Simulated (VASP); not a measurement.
Set up this calculation in VASP 6.6.1, as the native input.

- Task: single point
- Functional: LDA
- Potentials or basis: VASP PAW LDA potentials, release 64 (Al, N)
- Cutoff: 520 eV
- k mesh: 8 × 8 × 6
- Occupations: gaussian, width 0.01 eV
- Spin: no spin polarisation
- Dipole correction: no
- Further INCAR settings: ALGO = Normal; EDIFF = 1e-06; NBANDS = 16

The structure of AlN lies in POSCAR:

```
AlN
1.0
    3.0887730631      0.0000000000      0.0000000000
   -1.5443865316      2.6749559392      0.0000000000
    0.0000000000      0.0000000000      4.9185359282
Al N
2 2
Direct
    0.3333333333      0.6666666667     -0.0014898535
    0.6666666667      0.3333333333      0.4985101465
    0.3333333333      0.6666666667      0.3814898535
    0.6666666667      0.3333333333      0.8814898535
```

This cell differs from its parent crystal: z stretched by -0.5 %, x and y held.

One way to write it, as run:

INCAR

```
ALGO     = Normal         # electronic algorithm
EDIFF    = 1E-6           # SCF threshold, eV
ENCUT    = 520            # plane-wave cutoff, eV
ISIF     = 2              # what is computed and relaxed
ISMEAR   = 0              # smearing method
LASPH    = True           # aspherical terms in the spheres
LCHARG   = True           # write CHGCAR
LELF     = True           # ELF
LREAL    = False          # projectors in reciprocal space
LVHAR    = True         
LWAVE    = False          # write WAVECAR
NBANDS   = 16             # bands
NELM     = 100            # most SCF steps
PREC     = Accurate       # precision mode
SIGMA    = 0.01           # smearing width, eV
```

KPOINTS

```
k-points
0
Gamma
  8 8 6
```

Potentials or basis: VASP PAW LDA potentials, release 64 (Al, N).

Run with:

```console
$ cat potpaw_LDA.64/Al/POTCAR potpaw_LDA.64/N/POTCAR > POTCAR
$ mpirun -np 1 vasp_std > vasp.out
```

Results of the run:

| Property | Result |
| --- | --- |
| Pressure | 1.6 GPa |
| Largest force | 0.003 eV/Å |
| Band gap on the k mesh | 4.44 eV, direct |

Caveat: the cell differs from its parent crystal (z stretched by -0.5 %, x and y held).

It took 14 s on 1 thread of Intel Xeon 6975P-C, on a shared host, peak memory 0.14 GiB.
